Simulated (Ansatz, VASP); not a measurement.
# Two plane-wave programs on Ga4ICl3

```
CELL_PARAMETERS angstrom
-3.77519 3.77519 3.77519
3.77519 -3.77519 3.77519
3.77519 3.77519 -3.77519
ATOMIC_POSITIONS crystal
Ga 0.50000 0.50000 0.50000
Ga 0.00000 0.00000 0.50000
Ga 0.00000 0.50000 0.00000
Ga 0.50000 0.00000 0.00000
I 0.00000 0.00000 0.00000
Cl 0.50000 0.50000 0.00000
Cl 0.50000 0.00000 0.50000
Cl 0.00000 0.50000 0.50000
```

Alike in both runs: task relaxation of cell and atoms; functional PBE; k mesh 6 × 6 × 6; occupations gaussian, width 0.02 eV; no spin polarisation.

|  | VASP | Ansatz |
| --- | --- | --- |
| version | VASP 6.6.1 | Ansatz 0.2.0 |
| potentials or method | VASP PAW PBE potentials, release 64 (Ga_d, I, Cl), cutoff 500 eV | scalar-relativistic, plane waves, PAW |
| valence electrons in the cell | 80 | 90 |

VASP gave:

- gap on the k mesh at the Fermi level, each at its own relaxed structure (eV): 1.20
- relaxed volume (Å³/atom): 26.99
- relaxed cell length with the largest relative difference (Å): 6.546

Question: Which values does Ansatz return?

Answer: gap on the k mesh at the Fermi level, each at its own relaxed structure (eV): 1.21; relaxed volume (Å³/atom): 27.09; relaxed cell length with the largest relative difference (Å): 6.554.

VASP's potentials hold 80 valence electrons a cell and Ansatz's 90, so a difference there can come from the potentials and not from the codes.

Spin-orbit coupling is off throughout.
